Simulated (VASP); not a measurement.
Runs of VASP 6.6.1 on LiH. The structure is that of space group Fm-3m (No. 225), or close to it. The cells are those of the table. 

| task | cell | gap on the mesh (eV) |
| --- | --- | --- |
| electric field gradients | a = 2.874 Å, angles 60.0°, 2 atoms | 2.84 |
| electric field gradients | a = 2.884 Å, angles 60.0°, 2 atoms | 2.84 |
| electric field gradients | a = 2.931 Å, angles 60.0°, 2 atoms | 2.87 |
| electric field gradients | a = 2.836 Å, angles 60.0°, 2 atoms | 2.81 |
| single point | a = 2.846 Å, angles 61.3°, 2 atoms | 2.82 |
| electric field gradients | a = 2.846 Å, angles 61.3°, 2 atoms | 2.82 |
| single point | a = 2.860 Å, angles 60.7°, 2 atoms | (a) |
| single point | a = 2.846, b = 2.846, c = 2.874 Å, angles 59.7, 59.7, 60.7°, 2 atoms | 2.64 |

Alike in all rows: level LDA; potentials or basis VASP PAW LDA potentials, release 64 (Li_sv, H); no spin polarisation; k mesh 11 × 11 × 11; cutoff (eV) 520; smearing fermi-dirac 0.03 eV.

Task: Fill in the values left out.

Result: (a) 2.83.

A k mesh can miss the band edges.
